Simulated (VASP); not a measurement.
Input of a VASP 6.6.1 run:

The input INCAR:

```
SYSTEM = AlN
AGGAC = 1.0
AGGAX = 1.0
ALDAC = 0.0
ALDAX = 1.0
ALGO = Normal
EDIFF = 1E-6
ENCUT = 520
GGA = B5
ISIF = 2
ISMEAR = -1
LASPH = .TRUE.
LCHARG = .TRUE.
LELF = .TRUE.
LREAL = .FALSE.
LVHAR = .TRUE.
LWAVE = .FALSE.
NBANDS = 16
NELM = 60
PREC = Accurate
SIGMA = 0.05
```

File KPOINTS:

```
k-points
0
G
  10 10 6
  0 0 0
```

File POSCAR:

```
AlN
1.0
    3.0494515564      0.0000000000      0.0000000000
   -1.5247257782      2.6409025155      0.0000000000
    0.0000000000      0.0000000000      4.8793184075
Al N
2 2
Direct
    0.6666666667      0.3333333333      0.5000000000
    0.3333333333      0.6666666667      0.0000000000
    0.6666666667      0.3333333333      0.8800000000
    0.3333333333      0.6666666667      0.3800000000
```

Potentials or basis: VASP PAW PBE potentials, release 64 (Al, N).

Launch:

```sh
$ cat potpaw_PBE.64/Al/POTCAR potpaw_PBE.64/N/POTCAR > POTCAR
$ mpirun -np 1 vasp_std > vasp.out
```

Task: What does it give for the band gap on the k mesh?

Result: 5.07 eV, direct.

Task: Predict the largest force.

Result: 0.166 eV/Å.

Forces in eV/Å, atoms in the order of the input:
```
Al   0.000  0.000 -0.166
Al   0.000  0.000 -0.166
N    0.000  0.000  0.166
N    0.000  0.000  0.166
```

Caveat: the PAW data sets were made with another functional, which shifts forces and pressure a little. A k mesh can miss the band edges.
